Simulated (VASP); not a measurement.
B: single point with PBEsol

The system is B.

```
B
1.0
     4.09000    0.00000    0.00000
     0.00000    4.09000    0.00000
     0.00000    0.00000    4.09000
B
1
Direct
  0.50000 0.50000 0.50000
```

This isn't the form of B at room conditions, which is rhombohedral.

| Item | Value |
| --- | --- |
| Program | VASP 6.6.1 |
| Task | single point |
| Functional | PBEsol |
| Potentials or basis | VASP PAW PBE potentials, release 64 (B) |
| Cutoff | 500 eV |
| k mesh | 6 × 6 × 6 |
| Occupations | methfessel-paxton, width 0.1 eV |
| Spin | no spin polarisation |
| Dipole correction | no |
| Further INCAR settings | ALGO = Normal; EDIFF = 1e-06; NBANDS = 8 |

* Pressure: -2.4 GPa
* Band gap on the k mesh: zero (an odd number of electrons rules out a gap without spin polarisation)

Levels at points of the mesh, in eV from the Fermi level:
```csv
k point,band 1,band 2,band 3,band 4,band 5,band 6
"(0.00, 0.00, 0.00)",-5.83,1.21,1.21,1.21,4.41,8.43
"(0.50, 0.00, 0.00)",-5.43,-0.53,1.38,1.38,6.61,6.81
"(0.50, 0.50, 0.00)",-5.08,-0.06,-0.06,1.53,5.38,8.96
"(0.50, 0.50, 0.50)",-4.77,0.29,0.29,0.29,7.07,7.07
```

It took 14 s on 1 thread of Intel Xeon 8259CL, on a shared host, peak memory 0.16 GiB.

Caveat: the PAW data sets were made with another functional, which shifts forces and pressure a little.
